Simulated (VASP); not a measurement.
The system is Sn.

```
CELL_PARAMETERS angstrom
0.00000 3.28446 3.28446
3.28446 0.00000 3.28446
3.28446 3.28446 0.00000
ATOMIC_POSITIONS crystal
Sn 0.00000 0.00000 0.00000
Sn 0.25000 0.25000 0.25000
```

This isn't the form of Sn at room conditions, which is tetragonal (white tin).

Base run:

* Program: VASP 6.6.1
* Functional: r2SCAN
* Potentials or basis: VASP PAW PBE potentials, release 64 (Sn_d)
* Cutoff: 520 eV
* k mesh: 6 × 6 × 6
* Occupations: fermi-dirac, width 0.02 eV
* Spin: no spin polarisation

Its results: band gap on the k mesh zero (filled and empty bands touch); pressure 0.0 GPa.

The run is repeated on the same cell with these changes: functional from r2SCAN to PBE. What comes out?

Band gap on the k mesh zero (bands 14 and 15 overlap by 0.16 eV); pressure 1.5 GPa.

Caveats: spin-orbit coupling is left out, which moves the levels of the heavy elements; the PAW data sets were made with another functional, which shifts forces and pressure a little (at least some runs).
